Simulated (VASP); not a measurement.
## SnO: single point with PBE+D3(BJ)

System: SnO, a slab with vacuum.

```xyz
8
Lattice="3.8202 0.0003 0.0000 -0.0003 3.8202 0.0000 0.0000 0.0000 22.2261" Properties=species:S:1:pos:R:3 pbc="T T T"
Sn    3.8196    3.8202    4.5000
Sn    1.9097    1.9100    6.8630
Sn    2.8646    3.3426   11.2630
Sn    4.7745    5.2529   13.6261
O     3.8198    1.9102    5.6815
O     1.9096    3.8201    5.6815
O     2.8645    5.2527   12.4446
O     4.7747    3.3428   12.4446
```

This cell differs from its parent crystal: layers slid over each other.

```
Program             : VASP 6.6.1
Task                : single point
Functional          : PBE
Dispersion          : D3(BJ)
Potentials or basis : VASP PAW PBE potentials, release 64 (Sn_d, O)
Cutoff              : 520 eV
k mesh              : 7 × 7 × 1
Occupations         : gaussian, width 0.05 eV
Spin                : no spin polarisation
```

- Largest force: 0.158 eV/Å
- Band gap on the k mesh: 2.59 eV (least direct gap 2.62 eV)
- Dispersion energy per atom: -0.153 eV

Forces in eV/Å, atoms in the order of the input:
```
Sn  -0.002 -0.002 -0.083
Sn  -0.007 -0.007  0.157
Sn   0.007  0.007 -0.157
Sn   0.002  0.002  0.083
O   -0.011  0.003  0.007
O    0.004 -0.009  0.007
O   -0.004  0.009 -0.007
O    0.011 -0.003 -0.007
```

Levels at points of the mesh, in eV from the valence-band top:
| k point | band 38 | band 39 | band 40 | band 41 | band 42 | band 43 |
| --- | --- | --- | --- | --- | --- | --- |
| (0.00, 0.00, 0.00) | -1.88 | -0.49 | -0.02 | 2.59 | 2.93 | 2.93 |

Run time: 18 min on 1 thread of Intel Xeon 8259CL (shared host), peak memory 0.52 GiB.

Caveat: the cell differs from its parent crystal (layers slid over each other); spin-orbit coupling is left out, which moves the levels of the heavy elements.
